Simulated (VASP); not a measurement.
Ti3O, 8 atoms in the cell. The structure is hexagonal, space group P6_3/mcm (No. 193). Conventional cell: a = 4.876 Å, b = 4.876 Å, c = 4.846 Å, α = 90.00°, β = 90.00°, γ = 120.00°. Within 2.7 Å of Ti (site symmetry m2m) lie 2 O at 2.01 Å. Within 2.7 Å of O (site symmetry -3m) lie 6 Ti at 2.01 Å and 2 O at 2.42 Å.  This cell differs from its parent crystal: strain -0.0375 x Voigt [1, 1, 0, 0, 0, 0].

* Program: VASP 6.6.1
* Task: single point
* Functional: PBEsol
* Potentials or basis: VASP PAW PBE potentials, release 64 (Ti_sv, O)
* Cutoff: 520 eV
* k mesh: 12 × 12 × 8
* Occupations: gaussian, width 0.15 eV
* Spin: no spin polarisation
* Dipole correction: no
* Further INCAR settings: ALGO = Normal; EDIFF = 1e-07; NBANDS = 52

Potentials or basis: VASP PAW PBE potentials, release 64 (Ti_sv, O).

The run is started by

```sh
$ cat potpaw_PBE.64/Ti_sv/POTCAR potpaw_PBE.64/O/POTCAR > POTCAR
$ mpirun -np 1 vasp_std > vasp.out
```

Hardware: 1 thread of Intel(R) Xeon(R) 6975P-C (Granite Rapids), with other jobs on the host.

**Question.** Estimate the wall time of this run.

**Answer.** Wall time 3.4 min on 1 thread of Intel(R) Xeon(R) 6975P-C (Granite Rapids), with other jobs on the host, peak memory 0.44 GiB. Counts: scf iterations 16, k points 95.
